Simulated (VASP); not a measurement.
# In (P6_3/mmc) in VASP: a series of runs

In is run at these levels: LDA; tasks: single point.

Program: VASP 6.6.1. These are calculated values, not measurements. Logs are shortened: lines on timing, memory, paths and dates and some standing lists are left out, and cuts for length are marked.

### Step 1. The cell of the first run

Symmetry: P6_3/mmc, No. 194, hexagonal system. The conventional cell has a = 2.595 Å, b = 2.595 Å, c = 4.297 Å, α = 90.00°, β = 90.00°, γ = 120.00°. Within 3.4 Å of In (site symmetry -6m2) lie 12 In at 2.60 to 2.62 Å.

This isn't the form of In at room conditions, which is tetragonal.

### Step 2. Single point, LDA

The input, INCAR:

```
SYSTEM = In
  ALGO = Normal
  EDIFF = 1E-7
  ENCUT = 520
  ISIF = 2
  ISMEAR = -1
  LASPH = .True.
  LCHARG = .False.
  LREAL = .False.
  LWAVE = .False.
  NBANDS = 20
  NELM = 60
  PREC = Accurate
  SIGMA = 0.05
```

The input, KPOINTS:

```
k-points
0
Gamma
  17 17 9
  0 0 0
```

The input, POSCAR:

```
In
1.0
    2.5950076947      0.0000000000      0.0000000000
   -1.2975038474      2.2473425866      0.0000000000
    0.0000000000      0.0000000000      4.2973432660
In
2
Direct
    0.3333333333      0.6666666667      0.2500000000
    0.6666666667      0.3333333333      0.7500000000
```

Potentials or basis: VASP PAW LDA potentials, release 64 (In_d).

Launch:

```
$ cat potpaw_LDA.64/In_d/POTCAR > POTCAR
$ mpirun -np 1 vasp_std > vasp.out
```

OUTCAR:

```text
SYSTEM = In
   EDIFF = 1E-7
   ENCUT = 520
   ISIF = 2
   ISMEAR = -1
   LASPH = .True.
   LREAL = .False.
   NELM = 60
   PREC = Accurate

 ion  position               nearest neighbor table
   1  0.333  0.667  0.250-   2 2.62   2 2.62   2 2.62   2 2.62   2 2.62   2 2.62   2 3.69   2 3.69
                             2 3.69   2 3.69   2 3.69   2 3.69
   2  0.667  0.333  0.750-   1 2.62   1 2.62   1 2.62   1 2.62   1 2.62   1 2.62   1 3.69   1 3.69
                             1 3.69   1 3.69   1 3.69   1 3.69

  LATTYP: Found a hexagonal cell.
 ALAT       =     2.5950076947
 C/A-ratio  =     1.6560040553

  Lattice vectors:

 A1 = (   2.5950076947,   0.0000000000,   0.0000000000)
 A2 = (  -1.2975038474,   2.2473425866,   0.0000000000)
 A3 = (   0.0000000000,   0.0000000000,   4.2973432660)

Analysis of symmetry for initial positions (statically):
=====================================================================
 Subroutine PRICEL returns:
 Original cell was already a primitive cell.

 Routine SETGRP: Setting up the symmetry group for a
 hexagonal supercell.

 Subroutine GETGRP returns: Found 24 space group operations
 (whereof 12 operations were pure point group operations)
 out of a pool of 24 trial point group operations.

The static configuration has the point symmetry D_3d.
 The point group associated with its full space group is D_6h.

Analysis of symmetry for dynamics (positions and initial velocities):
=====================================================================
 Subroutine PRICEL returns:
 Original cell was already a primitive cell.

 Routine SETGRP: Setting up the symmetry group for a
 hexagonal supercell.

 Subroutine GETGRP returns: Found 24 space group operations
 (whereof 12 operations were pure point group operations)
 out of a pool of 24 trial point group operations.

The dynamic configuration has the point symmetry D_3d.
 The point group associated with its full space group is D_6h.

 Subroutine INISYM returns: Found 24 space group operations
 (whereof 12 operations are pure point group operations),
 and found     1 'primitive' translations

----------------------------------------------------------------------------------------

                                     Primitive cell

  volume of cell :      25.0616

  direct lattice vectors                    reciprocal lattice vectors
     2.595007695  0.000000000  0.000000000     0.385355312  0.222484993  0.000000000
    -1.297503847  2.247342587  0.000000000     0.000000000  0.444969986  0.000000000
     0.000000000  0.000000000  4.297343266     0.000000000  0.000000000  0.232701913

  length of vectors
     2.595007695  2.595007695  4.297343266     0.444969986  0.444969986  0.232701913

  position of ions in fractional coordinates (direct lattice)
     0.333333333  0.666666667  0.250000000
     0.666666667  0.333333333  0.750000000

  ion indices of the primitive-cell ions
   primitive index   ion index
                 1           1
                 2           2

----------------------------------------------------------------------------------------

 KPOINTS: k-points

Automatic generation of k-mesh.
 Grid dimensions read from file:
 generate k-points for:   17   17    9

 Generating k-lattice:

  Cartesian coordinates                     Fractional coordinates (reciprocal lattice)
     0.022667960  0.013087353  0.000000000     0.058823529  0.000000000  0.000000000
     0.000000000  0.026174705  0.000000000     0.000000000  0.058823529  0.000000000
     0.000000000  0.000000000  0.025855768     0.000000000  0.000000000  0.111111111

  Length of vectors
     0.026174705  0.026174705  0.025855768

  Shift w.r.t. Gamma in fractional coordinates (k-lattice)
     0.000000000  0.000000000  0.000000000

 Subroutine IBZKPT returns following result:
 ===========================================

 Found    165 irreducible k-points:

 Following reciprocal coordinates:
            Coordinates               Weight
  0.000000  0.000000  0.000000      1.000000
  0.058824 -0.000000  0.000000      6.000000
  0.117647 -0.000000  0.000000      6.000000
  0.176471 -0.000000  0.000000      6.000000
  0.235294 -0.000000  0.000000      6.000000
  0.294118 -0.000000  0.000000      6.000000
[... 16 lines left out ...]
  0.411765  0.117647  0.000000     12.000000
  0.176471  0.176471  0.000000      6.000000
 [... further k-points ...]
   k-points           NKPTS =    165   k-points in BZ     NKDIM =    165   number of bands    NBANDS=     20
   number of dos      NEDOS =    301   number of ions     NIONS =      2
   total plane-waves  NPLWV =  12800
   dimension x,y,z NGX =    20 NGY =   20 NGZ =   32
   dimension x,y,z NGXF=    40 NGYF=   40 NGZF=   64
   ions per type =               2
   NGX,Y,Z   is equivalent  to a cutoff of  12.81, 12.81, 12.38 a.u.
   NGXF,Y,Z  is equivalent  to a cutoff of  25.63, 25.63, 24.76 a.u.
 SYSTEM =  In
   PREC   = accura    normal or accurate (medium, high low for compatibility)
   ISTART =      0    job   : 0-new  1-cont  2-samecut
   ICHARG =      2    charge: 1-file 2-atom 10-const
   ISPIN  =      1    spin polarized calculation?
   LNONCOLLINEAR =      F non collinear calculations
   LSORBIT =      F    spin-orbit coupling
   LASPH  =      T    aspherical Exc in radial PAW
   ENCUT  =  520.0 eV  38.22 Ry    6.18 a.u.   4.82  4.82  7.99*2*pi/ulx,y,z
   NELM   =     60;   NELMIN=  2; NELMDL= -5     # of ELM steps
   EDIFF  = 0.1E-06   stopping-criterion for ELM
   LREAL  =      F    real-space projection
   EDIFFG = 0.1E-05   stopping-criterion for IOM
   NSW    =      0    number of steps for IOM
   IBRION =     -1    ionic relax: 0-MD 1-quasi-New 2-CG
   NFREE  =      0    steps in history (QN), initial steepest desc. (CG)
   ISIF   =      2    stress and relaxation
   ISYM   =      2    0-nonsym 1-usesym 2-fastsym
   POTIM  = 0.5000    time-step for ionic-motion
   TEBEG  =    0.0;   TEEND  =   0.0 temperature during run
   PSTRESS=    0.0 pullay stress
   NELECT =      26.0000    total number of electrons
   NUPDOWN=      -1.0000    fix difference up-down
   EMIN   =  10.00;   EMAX   =-10.00  energy-range for DOS
   EFERMI =   0.00;   METHOD = LEGACY
   ISMEAR =    -1;   SIGMA  =   0.05  broadening in eV -4-tet -1-fermi 0-gaus
   EFERMI_NEDOS =   21; number of points for ismear=-14 and -15
   IALGO  =     38    algorithm
   IMIX   =      4    mixing-type and parameters
     AMIX     =   0.40;   BMIX     =  1.00
     AMIX_MAG =   1.60;   BMIX_MAG =  1.00
  volume/ion in A,a.u.               =      12.53        84.56
  Fermi-wavevector in a.u.,A,eV,Ry     =   1.657283  3.131810 37.369575  2.746586
  Thomas-Fermi vector in A             =   2.745062
   LORBIT       =      0    0 simple, 1 ext, 2 COOP (PROOUT), +10 PAW based schemes
   GGA     = CA    functional components
   LHFCALC =     F    Hartree Fock is set to
   AEXX    =    0.0000 exact exchange contribution
   IVDW    =     0    specifies the selected vdW correction
   LEPSILON=     F    determine dielectric tensor
   LRPA    =     F    only Hartree local field effects (RPA)
 non-spin polarized calculation
  energy-cutoff  :      520.00
  volume of cell :       25.06
 maximum number of plane-waves:       699
 NGX is ok and might be reduce to    20
   NGX =  9   NGY =  9   NGZ = 15

 number of electron      25.9999998 magnetization

 Free energy of the ion-electron system (eV)
  ---------------------------------------------------
  ext. energy  EPLUGINS =         0.00000000
  ---------------------------------------------------
  free energy    TOTEN  =         0.99074035 eV

  energy without entropy =        0.99726174  energy(sigma->0) =        0.99400104

 E-fermi :  20.4588     XC(G=0): -14.5603

 val. band max:       20.4236984465   @ k =   0.2941   0.2941   0.4444
 cond. band min:      20.4642571935   @ k =   0.4118  -0.0000   0.3333
 fundamental gap:      0.0405587469
 Fermi energy:        20.4588127126

 k-point     1 :       0.0000    0.0000    0.0000
  band No.  band energies     occupation
      1       1.6007      2.00000
      2       2.6894      2.00000
      3       2.8625      2.00000
      4       2.8625      2.00000
      5       2.8986      2.00000
      6       3.0740      2.00000
[... 12 lines left out ...]
     19      37.2551      0.00000
     20      37.2551      0.00000

 k-point     2 :       0.0588   -0.0000    0.0000
  band No.  band energies     occupation
      1       1.6519      2.00000
      2       2.6595      2.00000
      3       2.8931      2.00000
      4       2.9184      2.00000
      5       2.9897      2.00000
      6       3.0919      2.00000
[... 12 lines left out ...]
     19      37.2510      0.00000
     20      38.2783      0.00000

 k-point     3 :       0.1176   -0.0000    0.0000
  band No.  band energies     occupation
      1       1.7785      2.00000
      2       2.5745      2.00000
      3       2.9185      2.00000
      4       3.0188      2.00000
      5       3.0811      2.00000
      6       3.2764      2.00000
[... 12 lines left out ...]
     19      35.2232      0.00000
     20      38.7148      0.00000

 k-point     4 :       0.1765   -0.0000    0.0000
  band No.  band energies     occupation
      1       1.8768      2.00000
      2       2.5154      2.00000
      3       2.8273      2.00000
      4       3.0791      2.00000
      5       3.1628      2.00000
      6       3.2909      2.00000
[... 12 lines left out ...]
     19      35.3007      0.00000
     20      37.7282      0.00000

 k-point     5 :       0.2353   -0.0000    0.0000
  band No.  band energies     occupation
      1       1.8223      2.00000
      2       2.4581      2.00000
      3       2.7529      2.00000
      4       2.8626      2.00000
      5       3.1684      2.00000
      6       3.3612      2.00000
[... 12 lines left out ...]
     19      33.9870      0.00000
     20      37.8883      0.00000
[... 353 lines left out ...]
      6       3.4077      2.00000
[... 12 lines left out ...]
     19      32.6195      0.00000
     20      35.7433      0.00000

 k-point    22 :       0.3529    0.1176    0.0000
  band No.  band energies     occupation
      1       1.6060      2.00000
      2       1.9173      2.00000
      3       2.2354      2.00000
      4       2.8252      2.00000
      5       3.2917      2.00000
      6       3.3510      2.00000
[... 12 lines left out ...]
     19      31.9769      0.00000
     20      35.6651      0.00000

 k-point    23 :       0.4118    0.1176    0.0000
  band No.  band energies     occupation
      1       1.5410      2.00000
      2       1.8178      2.00000
      3       2.1905      2.00000
      4       2.8163      2.00000
      5       3.2239      2.00000
      6       3.4359      2.00000
[... 12 lines left out ...]
     19      31.6273      0.00000
     20      35.6260      0.00000

 k-point    24 :       0.1765    0.1765    0.0000
  band No.  band energies     occupation
      1       2.1580      2.00000
      2       2.2028      2.00000
      3       2.4372      2.00000
      4       2.8823      2.00000
      5       3.1084      2.00000
      6       3.4586      2.00000
[... 12 lines left out ...]
     19      31.8240      0.00000
     20      37.2733      0.00000

 [... further k-points ...]
[... 5 lines left out ...]
  --------------------------------------------------------------------------------------
  -------------------------------------------------------------------------------------
  Total       30.0403825     30.0403825     30.0613867     -0.0000000     -0.0000000      0.0000000
  in kB     1920.4723709   1920.4723709   1921.8151583     -0.0000000     -0.0000000      0.0000000
  external PRESSURE =    1920.9199667 kB  Pullay stress =       0.0000000 kB

 VOLUME and BASIS-vectors are now :
 -----------------------------------------------------------------------------
  energy-cutoff  :      520.00
  volume of cell :       25.06
      direct lattice vectors                 reciprocal lattice vectors
     2.595007695  0.000000000  0.000000000     0.385355312  0.222484993  0.000000000
    -1.297503847  2.247342587  0.000000000     0.000000000  0.444969986  0.000000000
     0.000000000  0.000000000  4.297343266     0.000000000  0.000000000  0.232701913

 POSITION                                       TOTAL-FORCE (eV/Angst)
 -----------------------------------------------------------------------------------
     -0.00000      1.49823      1.07434        -0.000000      0.000000     -0.000000
      1.29750      0.74911      3.22301         0.000000      0.000000      0.000000
 -----------------------------------------------------------------------------------
    total drift:                               -0.000000      0.000000      0.000000

  FREE ENERGIE OF THE ION-ELECTRON SYSTEM (eV)
  ---------------------------------------------------
  free  energy   TOTEN  =         0.9907403451 eV

  energy  without entropy=        0.9972617429  energy(sigma->0) =        0.99400104
```

It took 28 s on 1 thread of Intel Xeon 6975P-C (Granite Rapids), shared host; peak memory 0.17 GiB.

What came out:

| Quantity | Value |
| --- | --- |
| Free energy | 0.9907 eV |
| Pressure | 192.1 GPa |
| Band gap on the k mesh | zero (bands 13 and 14 overlap by 7.98 eV) |

Levels at points of the mesh, in eV from the Fermi level:
```
           k point  band 11  band 12  band 13  band 14  band 15  band 16
(0.00, 0.00, 0.00)   -15.92    -8.63    -4.94    10.67    12.38    12.99
```

Caveat: the cell stands under pressure; spin-orbit coupling is left out, which moves the levels of the heavy elements.

### Step 3. Single point, LDA

The input, INCAR:

```
ALGO = Normal
EDIFF = 1E-6
ENCUT = 520
GGA = CA
ISIF = 2
ISMEAR = -1
LASPH = T
LCHARG = F
LREAL = F
LWAVE = F
NBANDS = 20
NELM = 100
PREC = Accurate
SIGMA = 0.05
```

The input, KPOINTS:

```
k-points
0
Gamma
  17 17 9
```

POSCAR is that of step 2.

Potentials or basis: VASP PAW LDA potentials, release 64 (In_d).

Launch:

```
$ cat potpaw_LDA.64/In_d/POTCAR > POTCAR
$ mpirun -np 1 vasp_std > vasp.out
```

OUTCAR:

```text
EDIFF = 1E-6
   ENCUT = 520
   GGA = CA
   ISIF = 2
   ISMEAR = -1
   LASPH = T
   LREAL = F
   NELM = 100
   PREC = Accurate

 ion  position               nearest neighbor table
   1  0.333  0.667  0.250-   2 2.62   2 2.62   2 2.62   2 2.62   2 2.62   2 2.62   2 3.69   2 3.69
                             2 3.69   2 3.69   2 3.69   2 3.69
   2  0.667  0.333  0.750-   1 2.62   1 2.62   1 2.62   1 2.62   1 2.62   1 2.62   1 3.69   1 3.69
                             1 3.69   1 3.69   1 3.69   1 3.69

  LATTYP: Found a hexagonal cell.
 ALAT       =     2.5950076947
 C/A-ratio  =     1.6560040553

  Lattice vectors:

 A1 = (   2.5950076947,   0.0000000000,   0.0000000000)
 A2 = (  -1.2975038474,   2.2473425866,   0.0000000000)
 A3 = (   0.0000000000,   0.0000000000,   4.2973432660)

Analysis of symmetry for initial positions (statically):
=====================================================================
 Subroutine PRICEL returns:
 Original cell was already a primitive cell.

 Routine SETGRP: Setting up the symmetry group for a
 hexagonal supercell.

 Subroutine GETGRP returns: Found 24 space group operations
 (whereof 12 operations were pure point group operations)
 out of a pool of 24 trial point group operations.

The static configuration has the point symmetry D_3d.
 The point group associated with its full space group is D_6h.

Analysis of symmetry for dynamics (positions and initial velocities):
=====================================================================
 Subroutine PRICEL returns:
 Original cell was already a primitive cell.

 Routine SETGRP: Setting up the symmetry group for a
 hexagonal supercell.

 Subroutine GETGRP returns: Found 24 space group operations
 (whereof 12 operations were pure point group operations)
 out of a pool of 24 trial point group operations.

[... 107 lines left out ...]
   ISIF   =      2    stress and relaxation
   ISYM   =      2    0-nonsym 1-usesym 2-fastsym
   POTIM  = 0.5000    time-step for ionic-motion
   TEBEG  =    0.0;   TEEND  =   0.0 temperature during run
   PSTRESS=    0.0 pullay stress
   NELECT =      26.0000    total number of electrons
   NUPDOWN=      -1.0000    fix difference up-down
   EMIN   =  10.00;   EMAX   =-10.00  energy-range for DOS
   EFERMI =   0.00;   METHOD = LEGACY
   ISMEAR =    -1;   SIGMA  =   0.05  broadening in eV -4-tet -1-fermi 0-gaus
   EFERMI_NEDOS =   21; number of points for ismear=-14 and -15
   IALGO  =     38    algorithm
   IMIX   =      4    mixing-type and parameters
     AMIX     =   0.40;   BMIX     =  1.00
     AMIX_MAG =   1.60;   BMIX_MAG =  1.00
  volume/ion in A,a.u.               =      12.53        84.56
  Fermi-wavevector in a.u.,A,eV,Ry     =   1.657283  3.131810 37.369575  2.746586
  Thomas-Fermi vector in A             =   2.745062
   LORBIT       =      0    0 simple, 1 ext, 2 COOP (PROOUT), +10 PAW based schemes
   GGA     = CA    functional components
   LHFCALC =     F    Hartree Fock is set to
   AEXX    =    0.0000 exact exchange contribution
   IVDW    =     0    specifies the selected vdW correction
   LEPSILON=     F    determine dielectric tensor
   LRPA    =     F    only Hartree local field effects (RPA)
 non-spin polarized calculation
  energy-cutoff  :      520.00
  volume of cell :       25.06
 maximum number of plane-waves:       699
 NGX is ok and might be reduce to    20
   NGX =  9   NGY =  9   NGZ = 15

 number of electron      25.9999998 magnetization

 Free energy of the ion-electron system (eV)
  ---------------------------------------------------
  ext. energy  EPLUGINS =         0.00000000
  ---------------------------------------------------
  free energy    TOTEN  =         0.99074036 eV

  energy without entropy =        0.99726176  energy(sigma->0) =        0.99400106

 E-fermi :  20.4588     XC(G=0): -14.5603

 val. band max:       20.4236984465   @ k =   0.2941   0.2941   0.4444
 cond. band min:      20.4642571939   @ k =   0.4118  -0.0000   0.3333
 fundamental gap:      0.0405587474
 Fermi energy:        20.4588127140

 k-point     1 :       0.0000    0.0000    0.0000
  band No.  band energies     occupation
      1       1.6007      2.00000
      2       2.6894      2.00000
      3       2.8625      2.00000
      4       2.8625      2.00000
      5       2.8986      2.00000
      6       3.0740      2.00000
[... 541 lines left out ...]
     19      31.8240      0.00000
     20      37.2733      0.00000

 [... further k-points ...]
[... 5 lines left out ...]
  --------------------------------------------------------------------------------------
  -------------------------------------------------------------------------------------
  Total       30.0415014     30.0415014     30.0624400     -0.0000000      0.0000000      0.0000000
  in kB     1920.5438992   1920.5438991   1921.8824995     -0.0000000      0.0000000      0.0000000
  external PRESSURE =    1920.9900993 kB  Pullay stress =       0.0000000 kB

 VOLUME and BASIS-vectors are now :
 -----------------------------------------------------------------------------
  energy-cutoff  :      520.00
  volume of cell :       25.06
      direct lattice vectors                 reciprocal lattice vectors
     2.595007695  0.000000000  0.000000000     0.385355312  0.222484993  0.000000000
    -1.297503847  2.247342587  0.000000000     0.000000000  0.444969986  0.000000000
     0.000000000  0.000000000  4.297343266     0.000000000  0.000000000  0.232701913

 POSITION                                       TOTAL-FORCE (eV/Angst)
 -----------------------------------------------------------------------------------
     -0.00000      1.49823      1.07434         0.000000     -0.000000      0.000000
      1.29750      0.74911      3.22301        -0.000000      0.000000     -0.000000
 -----------------------------------------------------------------------------------
    total drift:                               -0.000000      0.000000      0.000000

  FREE ENERGIE OF THE ION-ELECTRON SYSTEM (eV)
  ---------------------------------------------------
  free  energy   TOTEN  =         0.9907403572 eV

  energy  without entropy=        0.9972617550  energy(sigma->0) =        0.99400106
```

It took 27 s on 1 thread of Intel Xeon 6975P-C (Granite Rapids), shared host; peak memory 0.17 GiB.

Results:

```yaml
Free_energy: 0.9907 eV
Pressure: 192.1 GPa
Band_gap_on_the_k_mesh: zero (bands 13 and 14 overlap by 7.98 eV)
```

Caveat: the cell stands under pressure; spin-orbit coupling is left out, which moves the levels of the heavy elements.
